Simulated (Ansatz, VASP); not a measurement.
HfC in VASP and in Ansatz

File INCAR:

```
SYSTEM = HfC
PREC = Accurate
ENCUT = 520
EDIFF = 1E-6
ISMEAR = 0
SIGMA = 0.15
LREAL = .False.
LASPH = .True.
NELM = 80
ALGO = Normal
ISIF = 2
LWAVE = .False.
LCHARG = .True.
GGA = PE
LELF = .True.
LVHAR = .True.
NBANDS = 14
```

KPOINTS

```
Automatic mesh
0
Gamma
  18 18 18
  0 0 0
```

POSCAR

```
HfC
1.0
    0.0000000000      2.3250000000      2.3598750000
    2.3250000000      0.0000000000      2.3598750000
    2.3250000000      2.3250000000      0.0000000000
Hf C
1 1
Direct
    0.5000000000      0.5000000000      0.5000000000
    0.0000000000      0.0000000000      0.0000000000
```

Input for Ansatz:

```yaml
crystal:
  lattice:
    - [0.0, 2.325, 2.359875]
    - [2.325, 0.0, 2.359875]
    - [2.325, 2.325, 0.0]
  atoms:
    - { symbol: Hf, position: [0.5, 0.5, 0.5] }
    - { symbol: C, position: [0.0, 0.0, 0.0] }
basis:
  ecutwfc: 420
kpoints:
  mp_grid: { grid: [18, 18, 18] }
hamiltonian:
  xc: pbe
scf:
  occupations: { method: gaussian, width: 0.15 }
output:
  forces: true
  stress: true
  eigenvalues: true
```

Change from the starting cell: strain +0.000 along x and y, +0.015 along z, atoms carried along.

Alike in both runs: task single point; functional PBE; k mesh 18 × 18 × 18; occupations gaussian, width 0.15 eV; no spin polarisation.

|  | VASP | Ansatz |
| --- | --- | --- |
| version | VASP 6.6.1 | Ansatz 0.2.0 |
| potentials or method | VASP PAW PBE potentials, release 64 (Hf_pv, C), cutoff 520 eV | scalar-relativistic, plane waves, PAW |
| valence electrons in the cell | 14 | 30 |

|  | VASP | Ansatz | Ansatz less VASP |
| --- | --- | --- | --- |
| gap on the k mesh at the Fermi level (eV) | none | none | - |
| pressure (GPa) | -3.8 | -3.1 | +0.71 |
| traceless stress, the component that is largest in VASP (GPa) | -3.67 | -3.64 | +0.034 |

A gap of «none» marks a metal or a gap that the smearing closes. VASP's potentials hold 14 valence electrons a cell and Ansatz's 30, so a difference there can come from the potentials and not from the codes.

Neither program's run includes spin-orbit coupling.
